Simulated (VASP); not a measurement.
# KF (P-1) in VASP: single point with PBE

Aim: the single point of KF with PBE.

Program: VASP 6.6.1. These are calculated values, not measurements. Logs are shortened: lines on timing, memory, paths and dates and some standing lists are left out, and cuts for length are marked.

### 1 The cell of the first run

The typed cell holds 2 atoms: a = 3.799 Å, b = 3.714 Å, c = 3.741 Å, α = 59.34°, β = 57.72°, γ = 60.16°.

### 2 Single point, PBE

The input, INCAR:

```
ALGO = Normal ; EDIFF = 1E-6
ENCUT = 520 ; GGA = PE
ISIF = 2 ; ISMEAR = 0
LASPH = True ; LCHARG = True
LELF = True ; LREAL = False
LVHAR = True ; LWAVE = False
NBANDS = 15 ; NELM = 80
PREC = Accurate ; SIGMA = 0.1
```

The input, KPOINTS:

```
k-points
0
Gamma
  2 2 2
```

The input, POSCAR:

```
KF
1.0
    0.0173721252      2.7392740155      2.6315223171
    2.6326877267      0.0292520289      2.6196424135
    2.5971206691      2.6918270543      0.0648190864
K F
1 1
Direct
    0.0000000000      0.0000000000      0.0000000000
    0.5000000000      0.5000000000      0.5000000000
```

Potentials or basis: VASP PAW PBE potentials, release 64 (K_sv, F).

Launch:

```
$ cat potpaw_PBE.64/K_sv/POTCAR potpaw_PBE.64/F/POTCAR > POTCAR
$ mpirun -np 1 vasp_std > vasp.out
```

OUTCAR:

```text
EDIFF = 1E-6
   ENCUT = 520
   GGA = PE
   ISIF = 2
   ISMEAR = 0
   LASPH = True
   LREAL = False
   NELM = 80
   PREC = Accurate

 ion  position               nearest neighbor table
   1  0.000  0.000  0.000-   2 2.59   2 2.59   2 2.61   2 2.61   2 2.70   2 2.70
   2  0.500  0.500  0.500-   1 2.59   1 2.59   1 2.61   1 2.61   1 2.70   1 2.70

  LATTYP: Found a triclinic cell.
 ALAT       =     3.7410119185
 B/A-ratio  =     0.9928022127
 C/A-ratio  =     0.9728415774
 COS(alpha) =     0.0049152435
 COS(beta)  =     0.4704949423
 COS(gamma) =     0.5099848590

  Lattice vectors:

 A1 = (   2.5971206691,   2.6918270543,   0.0648190864)
 A2 = (   2.6326877267,   0.0292520289,   2.6196424135)
 A3 = (   2.5797485439,  -0.0474469612,  -2.5667032307)

Analysis of symmetry for initial positions (statically):
=====================================================================
 Subroutine PRICEL returns:
 Original cell was already a primitive cell.

 Routine SETGRP: Setting up the symmetry group for a
 triclinic supercell.

 Subroutine GETGRP returns: Found  2 space group operations
 (whereof  2 operations were pure point group operations)
 out of a pool of  2 trial point group operations.

The static configuration has the point symmetry S_2 .

Analysis of symmetry for dynamics (positions and initial velocities):
=====================================================================
 Subroutine PRICEL returns:
 Original cell was already a primitive cell.

 Routine SETGRP: Setting up the symmetry group for a
 triclinic supercell.

 Subroutine GETGRP returns: Found  2 space group operations
 (whereof  2 operations were pure point group operations)
 out of a pool of  2 trial point group operations.

The dynamic configuration has the point symmetry S_2 .

 Subroutine INISYM returns: Found  2 space group operations
 (whereof  2 operations are pure point group operations),
 and found     1 'primitive' translations

----------------------------------------------------------------------------------------

                                     Primitive cell

  volume of cell :      36.4958

  direct lattice vectors                    reciprocal lattice vectors
     0.017372125  2.739274015  2.631522317    -0.193165469  0.181743629  0.192097970
     2.632687727  0.029252029  2.619642413     0.189228509 -0.187234012  0.193651393
     2.597120669  2.691827054  0.064819086     0.194513920  0.188582463 -0.197588353

  length of vectors
     3.798530456  3.714084910  3.741011918     0.327483244  0.329188192  0.335320992

  position of ions in fractional coordinates (direct lattice)
     0.000000000  0.000000000  0.000000000
     0.500000000  0.500000000  0.500000000

  ion indices of the primitive-cell ions
   primitive index   ion index
                 1           1
                 2           2

----------------------------------------------------------------------------------------

 KPOINTS: k-points

Automatic generation of k-mesh.
 Grid dimensions read from file:
 generate k-points for:    2    2    2

 Generating k-lattice:

  Cartesian coordinates                     Fractional coordinates (reciprocal lattice)
    -0.096582734  0.090871814  0.096048985     0.500000000 -0.000000000 -0.000000000
     0.094614254 -0.093617006  0.096825696     0.000000000  0.500000000 -0.000000000
     0.097256960  0.094291231 -0.098794176    -0.000000000 -0.000000000  0.500000000

  Length of vectors
     0.163741622  0.164594096  0.167660496

  Shift w.r.t. Gamma in fractional coordinates (k-lattice)
     0.000000000  0.000000000  0.000000000

 Subroutine IBZKPT returns following result:
 ===========================================

 Found      8 irreducible k-points:

 Following reciprocal coordinates:
            Coordinates               Weight
  0.000000  0.000000  0.000000      1.000000
  0.500000  0.000000 -0.000000      1.000000
 -0.000000  0.500000 -0.000000      1.000000
  0.500000  0.500000  0.000000      1.000000
  0.000000 -0.000000  0.500000      1.000000
  0.500000 -0.000000  0.500000      1.000000
  0.000000  0.500000  0.500000      1.000000
  0.500000  0.500000  0.500000      1.000000
   k-points           NKPTS =      8   k-points in BZ     NKDIM =      8   number of bands    NBANDS=     15
   number of dos      NEDOS =    301   number of ions     NIONS =      2
   total plane-waves  NPLWV =  21952
   dimension x,y,z NGX =    28 NGY =   28 NGZ =   28
   dimension x,y,z NGXF=    56 NGYF=   56 NGZF=   56
   ions per type =               1   1
   NGX,Y,Z   is equivalent  to a cutoff of  12.25, 12.53, 12.44 a.u.
   NGXF,Y,Z  is equivalent  to a cutoff of  24.51, 25.07, 24.89 a.u.
 SYSTEM =  unknown system
   PREC   = accura    normal or accurate (medium, high low for compatibility)
   ISTART =      0    job   : 0-new  1-cont  2-samecut
   ICHARG =      2    charge: 1-file 2-atom 10-const
   ISPIN  =      1    spin polarized calculation?
   LNONCOLLINEAR =      F non collinear calculations
   LSORBIT =      F    spin-orbit coupling
   LASPH  =      T    aspherical Exc in radial PAW
   ENCUT  =  520.0 eV  38.22 Ry    6.18 a.u.   7.06  6.91  6.96*2*pi/ulx,y,z
   NELM   =     80;   NELMIN=  2; NELMDL= -5     # of ELM steps
   EDIFF  = 0.1E-05   stopping-criterion for ELM
   LREAL  =      F    real-space projection
   EDIFFG = 0.1E-04   stopping-criterion for IOM
   NSW    =      0    number of steps for IOM
   IBRION =     -1    ionic relax: 0-MD 1-quasi-New 2-CG
   NFREE  =      0    steps in history (QN), initial steepest desc. (CG)
   ISIF   =      2    stress and relaxation
   ISYM   =      2    0-nonsym 1-usesym 2-fastsym
   POTIM  = 0.5000    time-step for ionic-motion
   TEBEG  =    0.0;   TEEND  =   0.0 temperature during run
   PSTRESS=    0.0 pullay stress
   NELECT =      16.0000    total number of electrons
   NUPDOWN=      -1.0000    fix difference up-down
   EMIN   =  10.00;   EMAX   =-10.00  energy-range for DOS
   EFERMI =   0.00;   METHOD = LEGACY
   ISMEAR =     0;   SIGMA  =   0.10  broadening in eV -4-tet -1-fermi 0-gaus
   EFERMI_NEDOS =   21; number of points for ismear=-14 and -15
   IALGO  =     38    algorithm
   IMIX   =      4    mixing-type and parameters
     AMIX     =   0.40;   BMIX     =  1.00
     AMIX_MAG =   1.60;   BMIX_MAG =  1.00
  volume/ion in A,a.u.               =      18.25       123.14
  Fermi-wavevector in a.u.,A,eV,Ry     =   1.243657  2.350170 21.043888  1.546682
  Thomas-Fermi vector in A             =   2.377958
   LORBIT       =      0    0 simple, 1 ext, 2 COOP (PROOUT), +10 PAW based schemes
   GGA     = PE    functional components
   LHFCALC =     F    Hartree Fock is set to
   AEXX    =    0.0000 exact exchange contribution
   IVDW    =     0    specifies the selected vdW correction
   LEPSILON=     F    determine dielectric tensor
   LRPA    =     F    only Hartree local field effects (RPA)
 non-spin polarized calculation
 Gauss-broadening in eV      SIGMA  =   0.10
  energy-cutoff  :      520.00
  volume of cell :       36.50
 maximum number of plane-waves:       990
   NGX = 15   NGY = 13   NGZ = 13

 number of electron      16.0000006 magnetization

 Free energy of the ion-electron system (eV)
  ---------------------------------------------------
  ext. energy  EPLUGINS =         0.00000000
  ---------------------------------------------------
  free energy    TOTEN  =        -8.23122545 eV

  energy without entropy =       -8.23122545  energy(sigma->0) =       -8.23122545

 E-fermi :  -2.1293     XC(G=0):  -8.5974

 val. band max:       -2.6061856062   @ k =   0.0000   0.0000   0.0000
 cond. band min:       3.7234423539   @ k =   0.0000   0.0000   0.0000
 fundamental gap:      6.3296279601
 Fermi energy:        -2.1293241683

 k-point     1 :       0.0000    0.0000    0.0000
  band No.  band energies     occupation
      1     -28.7032      2.00000
      2     -21.3231      2.00000
      3     -11.9296      2.00000
      4     -11.9202      2.00000
      5     -11.9058      2.00000
      6      -2.6860      2.00000
      7      -2.6310      2.00000
      8      -2.6062      2.00000
      9       3.7234      0.00000
     10       7.9035      0.00000
     11       8.1102      0.00000
     12       8.3690      0.00000
     13       9.6850      0.00000
     14      10.0551      0.00000
     15      14.5840      0.00000

 k-point     2 :       0.5000    0.0000   -0.0000
  band No.  band energies     occupation
      1     -28.5870      2.00000
      2     -21.4404      2.00000
      3     -12.2093      2.00000
      4     -11.9795      2.00000
      5     -11.9237      2.00000
      6      -3.4937      2.00000
      7      -3.0552      2.00000
      8      -2.9905      2.00000
      9       6.5546      0.00000
     10       8.2494      0.00000
     11       9.5250      0.00000
     12       9.6943      0.00000
     13      11.8422      0.00000
     14      11.9254      0.00000
     15      13.9766      0.00000

 k-point     3 :      -0.0000    0.5000   -0.0000
  band No.  band energies     occupation
      1     -28.5857      2.00000
      2     -21.4392      2.00000
      3     -12.2245      2.00000
      4     -11.9701      2.00000
      5     -11.9302      2.00000
      6      -3.4921      2.00000
      7      -3.0575      2.00000
      8      -3.0071      2.00000
      9       6.5840      0.00000
     10       8.2684      0.00000
     11       9.3616      0.00000
     12       9.8666      0.00000
     13      11.8344      0.00000
     14      12.0017      0.00000
     15      13.9822      0.00000
[... 55 lines left out ...]
 k-point     7 :       0.0000    0.5000    0.5000
  band No.  band energies     occupation
      1     -28.5564      2.00000
      2     -21.3533      2.00000
      3     -12.5602      2.00000
      4     -12.2026      2.00000
      5     -12.1406      2.00000
      6      -2.8054      2.00000
      7      -2.7411      2.00000
      8      -2.6539      2.00000
      9       5.5309      0.00000
     10       7.8762      0.00000
     11       9.6030      0.00000
     12      11.1559      0.00000
     13      11.6399      0.00000
     14      11.9929      0.00000
     15      13.7674      0.00000

 k-point     8 :       0.5000    0.5000    0.5000
  band No.  band energies     occupation
      1     -28.5921      2.00000
      2     -21.4453      2.00000
      3     -12.1935      2.00000
      4     -11.9649      2.00000
      5     -11.9189      2.00000
      6      -3.4916      2.00000
      7      -3.0225      2.00000
      8      -2.9865      2.00000
      9       6.5282      0.00000
     10       8.2056      0.00000
     11       9.3869      0.00000
     12       9.7789      0.00000
     13      11.8190      0.00000
     14      11.9794      0.00000
     15      13.8545      0.00000

------------------------ aborting loop because EDIFF is reached ----------------------------------------

  FORCE on cell =-STRESS in cart. coord.  units (eV):
  Direction    XX          YY          ZZ          XY          YZ          ZX
  --------------------------------------------------------------------------------------
  -------------------------------------------------------------------------------------
  Total        0.9449229      0.3700208      1.0468661      0.0169920     -0.0940960     -0.0701064
  in kB       41.4824190     16.2440314     45.9577605      0.7459559     -4.1308431     -3.0776917
  external PRESSURE =      34.5614036 kB  Pullay stress =       0.0000000 kB

 VOLUME and BASIS-vectors are now :
 -----------------------------------------------------------------------------
  energy-cutoff  :      520.00
  volume of cell :       36.50
      direct lattice vectors                 reciprocal lattice vectors
     0.017372125  2.739274015  2.631522317    -0.193165469  0.181743629  0.192097970
     2.632687727  0.029252029  2.619642413     0.189228509 -0.187234012  0.193651393
     2.597120669  2.691827054  0.064819086     0.194513920  0.188582463 -0.197588353

 POSITION                                       TOTAL-FORCE (eV/Angst)
 -----------------------------------------------------------------------------------
      0.00000      0.00000      0.00000         0.000000      0.000000      0.000000
      2.62359      2.73018      2.65799         0.000000     -0.000000     -0.000000
 -----------------------------------------------------------------------------------
    total drift:                                0.000000      0.000000      0.000000

  FREE ENERGIE OF THE ION-ELECTRON SYSTEM (eV)
  ---------------------------------------------------
  free  energy   TOTEN  =        -8.2312254521 eV

  energy  without entropy=       -8.2312254521  energy(sigma->0) =       -8.23122545
```

Wall time 11 s (1 thread of Intel Xeon Platinum 8375C at 2.90GHz (Ice Lake), shared host); peak memory 0.15 GiB.

Results:

- Free energy: -8.2312 eV
- Pressure: 3.5 GPa
- Band gap on the k mesh: 6.33 eV, direct

Stress tensor (GPa, compression positive):
```
 4.15  0.07 -0.31
 0.07  1.62 -0.41
-0.31 -0.41  4.60
```

Levels at points of the mesh, in eV from the valence-band top:
```
           k point  band 4  band 5  band 6  band 7  band 8  band 9  band 10  band 11  band 12  band 13
(0.00, 0.00, 0.00)   -9.31   -9.30   -0.08   -0.02    0.00    6.33    10.51    10.72    10.98    12.29
(0.50, 0.00, 0.00)   -9.37   -9.32   -0.89   -0.45   -0.38    9.16    10.86    12.13    12.30    14.45
(0.00, 0.50, 0.00)   -9.36   -9.32   -0.89   -0.45   -0.40    9.19    10.87    11.97    12.47    14.44
(0.50, 0.50, 0.00)   -9.59   -9.55   -0.19   -0.13   -0.06    8.12    10.48    12.26    13.73    14.28
(0.00, 0.00, 0.50)   -9.39   -9.34   -0.89   -0.48   -0.45    9.25    10.96    12.14    12.38    14.49
(0.50, 0.00, 0.50)   -9.54   -9.51   -0.30   -0.07   -0.04    8.26    10.48    11.88    13.78    14.39
(0.00, 0.50, 0.50)   -9.60   -9.53   -0.20   -0.13   -0.05    8.14    10.48    12.21    13.76    14.25
(0.50, 0.50, 0.50)   -9.36   -9.31   -0.89   -0.42   -0.38    9.13    10.81    11.99    12.39    14.43
```

Caveat: the k points lie up to 1.05 Å⁻¹ apart.
